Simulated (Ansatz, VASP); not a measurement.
Cs in VASP and in Ansatz

```xyz
2
Lattice="5.0689 0.0000 0.0000 -2.5345 4.3898 0.0000 0.0000 0.0000 8.2975" Properties=species:S:1:pos:R:3 pbc="T T T"
Cs    0.0000    2.9265    2.0744
Cs    2.5345    1.4633    6.2232
```

Alike in both runs: task single point; functional LDA; k mesh 8 × 8 × 5; occupations fermi-dirac, width 0.1 eV; no spin polarisation.

|  | VASP | Ansatz |
| --- | --- | --- |
| version | VASP 6.6.1 | Ansatz 0.2.0 |
| potentials or method | VASP PAW LDA potentials, release 64 (Cs_sv), cutoff 520 eV | plane waves (420 eV) with PAW, scalar-relativistic |
| valence electrons in the cell | 18 | 18 |

|  | VASP | Ansatz | Ansatz less VASP |
| --- | --- | --- | --- |
| pressure (GPa) | 0.1 | 0.1 | +0.01 |

Ansatz warns that its potentials were made for another functional, while VASP's fit it. LDA's correlation is that of Perdew and Zunger in VASP and of Perdew and Wang (1992) in Ansatz.

Spin-orbit coupling is off throughout.
